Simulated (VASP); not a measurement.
Wanted: the native input for a VASP 6.6.1 run.

```yaml
Task: single point
Functional: PBE
Potentials_or_basis: VASP PAW PBE potentials, release 64 (V_sv, Cd)
Cutoff: 520 eV
k_mesh: 6 × 6 × 6
Occupations: gaussian, width 0.1 eV
Spin: collinear spin, ferromagnetic start
Starting_moments: "[2.64, 0.0, 0.0] μB"
Dipole_correction: no
Further_INCAR_settings: ALGO = Fast; EDIFF = 1e-06; NBANDS = 30
```

The structure of VCd2 lies in POSCAR:

```
VCd2
1.0
    0.0000000000      3.3060791942      3.3060791942
    3.3060791942      0.0000000000      3.3060791942
    3.3060791942      3.3060791942      0.0000000000
V Cd
1 2
Direct
    0.0000000000      0.0000000000      0.0000000000
    0.2500000000      0.2500000000      0.2500000000
    0.7500000000      0.7500000000      0.7500000000
```

These files were run (other wordings do the same):

INCAR

```
SYSTEM = VCd2
PREC = Accurate
ENCUT = 520
EDIFF = 1E-6
ISMEAR = 0
SIGMA = 0.1
LREAL = .FALSE.
LASPH = .TRUE.
NELM = 150
ALGO = Fast
ISIF = 2
LWAVE = .FALSE.
LCHARG = .TRUE.
ISPIN = 2
MAGMOM = 2.64 0 0
LORBIT = 11
LMAXMIX = 4
GGA = PE
LELF = .TRUE.
LVHAR = .TRUE.
NBANDS = 30
```

KPOINTS

```
regular mesh
0
G
  6 6 6
  0 0 0
```

Potentials or basis: VASP PAW PBE potentials, release 64 (V_sv, Cd).

Run with:

```sh
$ cat potpaw_PBE.64/V_sv/POTCAR potpaw_PBE.64/Cd/POTCAR > POTCAR
$ mpirun -np 1 vasp_std > vasp.out
```

It gave:

```yaml
Pressure: 0.4 GPa
Net_moment: 3.59 μB per cell
Site_moments: V +2.80; Cd +0.05 μB
Valence_electrons_inside_the_program's_atomic_spheres: V 11.41; Cd 10.34
```

Wall time 100 s on 1 thread of Oxide Virtual Turin-like Processor, with other jobs on the host, peak memory 0.23 GiB.
